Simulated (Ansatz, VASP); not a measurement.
**Ge in VASP and in Ansatz**

INCAR

```
SYSTEM = Ge
ALGO = Normal
EDIFF = 1E-7
ENCUT = 520
GGA = CA
ISIF = 2
ISMEAR = -1
LASPH = .True.
LCHARG = .False.
LREAL = .False.
LWAVE = .False.
NBANDS = 21
NELM = 80
PREC = Accurate
SIGMA = 0.1
```

The input KPOINTS:

```
k-points
0
Gamma
  12 12 12
  0 0 0
```

Contents of POSCAR:

```
Ge
1.0
    0.0000000000      2.3034281676      2.3034281676
    2.3034281676      0.0000000000      2.3034281676
    2.3034281676      2.3034281676      0.0000000000
Ge
2
Direct
   -0.1250000000     -0.1250000000     -0.1250000000
    0.1250000000      0.1250000000      0.1250000000
```

Input for Ansatz:

```yaml
crystal:
  lattice:
    - [0.0, 2.3034281676, 2.3034281676]
    - [2.3034281676, 0.0, 2.3034281676]
    - [2.3034281676, 2.3034281676, 0.0]
  atoms:
    - { symbol: Ge, position: [-0.125, -0.125, -0.125] }
    - { symbol: Ge, position: [0.125, 0.125, 0.125] }
kpoints:
  mp_grid: { grid: [12, 12, 12] }
scf:
  occupations: { method: fermi_dirac, width: 0.1 }
hamiltonian:
  xc: lda
  pseudopotentials: { kind: all_electron, lapw: { basis_error: 0.001 } }
output:
  forces: true
  stress: true
  eigenvalues: true
  populations: true
```

Change from the starting cell: volume scaled by 0.55, LAPW.

Alike in both runs: task single point; functional LDA; k mesh 12 × 12 × 12; occupations fermi-dirac, width 0.1 eV; no spin polarisation.

|  | VASP | Ansatz |
| --- | --- | --- |
| version | VASP 6.6.1 | Ansatz 0.2.0 |
| potentials or method | VASP PAW LDA potentials, release 64 (Ge_d), cutoff 520 eV | all-electron LAPW, scalar-relativistic |

|  | VASP | Ansatz | Ansatz less VASP |
| --- | --- | --- | --- |
| pressure (GPa) | 169.9 | 164.7 | -5.26 |

LDA's correlation is that of Perdew and Zunger in VASP and of Perdew and Wang (1992) in Ansatz. Both programs put the cell under a high pressure, so it lies far from rest at this level. Ansatz ran all-electron here, and VASP with PAW potentials.

Noted on VASP's run: the cell as given lies far from equilibrium.
